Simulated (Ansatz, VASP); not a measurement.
# K3OF: VASP beside Ansatz

```
F O K
1.0
     5.05670    0.00000    0.00000
     0.00000    5.05670    0.00000
     0.00000    0.00000    5.05670
F O K
1 1 3
Direct
  0.00000 0.00000 0.00000
  0.50000 0.50000 0.50000
  0.50000 0.50000 0.00000
  0.50000 0.00000 0.50000
  0.00000 0.50000 0.50000
```

Alike in both runs: task single point; functional PBE; k mesh 6 × 6 × 6; no spin polarisation.

```csv
,VASP,Ansatz
version,VASP 6.6.1,Ansatz 0.2.0
potentials or method,"VASP PAW PBE potentials, release 64 (F, O, K_sv)","plane waves, PAW"
plane-wave cutoff (eV),520,420
occupations,"gaussian, width 0.01 eV",fixed
valence electrons in the cell,40,40
```

```csv
,VASP,Ansatz,Ansatz less VASP
gap on the k mesh at the Fermi level (eV),0.88,0.89,+0.012
pressure (GPa),1.0,0.9,-0.08
```
